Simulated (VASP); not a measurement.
A run of VASP 6.6.1:

File INCAR:

```
SYSTEM = Li
ALGO = Normal
EDIFF = 1E-6
ENCUT = 520
GGA = PE
ISIF = 2
ISMEAR = -1
ISPIN = 2
LASPH = .TRUE.
LCHARG = .FALSE.
LORBIT = 11
LREAL = .FALSE.
LWAVE = .FALSE.
MAGMOM = 0.2 0.2
NBANDS = 14
NELM = 150
PREC = Accurate
SIGMA = 0.05
```

Contents of KPOINTS:

```
k-points
0
G
  11 11 11
  0 0 0
```

POSCAR

```
Li
1.0
    0.0000000000      2.9456918260      2.9456918260
    2.9456918260      0.0000000000      2.9456918260
    2.9456918260      2.9456918260      0.0000000000
Li
2
Direct
   -0.1250000000     -0.1250000000     -0.1250000000
    0.1250000000      0.1250000000      0.1250000000
```

Potentials or basis: VASP PAW PBE potentials, release 64 (Li_sv).

The run is started by

```bash
$ cat potpaw_PBE.64/Li_sv/POTCAR > POTCAR
$ mpirun -np 1 vasp_std > vasp.out
```

Hardware: 1 thread of Intel(R) Xeon(R) 6975P-C (Granite Rapids), on a shared host.

Question: How long does it take, and how much memory?

Answer: Run time: 28 s on 1 thread of Intel(R) Xeon(R) 6975P-C (Granite Rapids), on a shared host, peak memory 0.21 GiB. Counts: scf iterations 13, k points 56.
